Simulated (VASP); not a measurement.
## InSb3: single point with PBE

Crystal: InSb3.

```
In Sb
1.0
     4.93894    0.00000    0.00000
     0.00000    4.93894    0.00000
     0.00000    0.00000    4.93894
In Sb
1 3
Direct
  0.00000 0.00000 0.00000
  0.50000 0.00000 0.50000
  0.00000 0.50000 0.50000
  0.50000 0.50000 0.00000
```

```
Program                : VASP 6.6.1
Task                   : single point
Functional             : PBE
Potentials or basis    : VASP PAW PBE potentials, release 64 (In_d, Sb)
Cutoff                 : 520 eV
k mesh                 : 10 × 10 × 10
Occupations            : gaussian, width 0.15 eV
Spin                   : no spin polarisation
Dipole correction      : no
Further INCAR settings : ALGO = Normal; EDIFF = 1e-07; NBANDS = 22
```

```json
{
  "Pressure": "-3.3 GPa",
  "Band gap on the k mesh": "zero (bands 14 and 15 overlap by 4.11 eV)"
}
```

Levels at points of the mesh, in eV from the Fermi level:
| k point | band 10 | band 11 | band 12 | band 13 | band 14 | band 15 | band 16 | band 17 | band 18 | band 19 |
| --- | --- | --- | --- | --- | --- | --- | --- | --- | --- | --- |
| (0.00, 0.00, 0.00) | -3.83 | -3.83 | -3.50 | 0.48 | 0.48 | 0.48 | 1.71 | 1.71 | 1.71 | 4.69 |
| (0.50, 0.00, 0.00) | -2.58 | -2.58 | -1.79 | -1.79 | -0.89 | -0.66 | 1.68 | 2.03 | 2.03 | 2.24 |
| (0.50, 0.50, 0.00) | -2.34 | -1.50 | -1.50 | -1.13 | -0.93 | -0.93 | -0.49 | 1.25 | 2.99 | 3.16 |
| (0.50, 0.50, 0.50) | -4.52 | -4.44 | -4.44 | -4.44 | 3.19 | 3.19 | 3.25 | 3.25 | 3.25 | 6.04 |

Run time: 64 s on 1 thread of Intel(R) Xeon(R) 6975P-C (Granite Rapids), with other jobs on the host, peak memory 0.32 GiB.

Caveat: the cell stands under tension; spin-orbit coupling is left out, which moves the levels of the heavy elements.
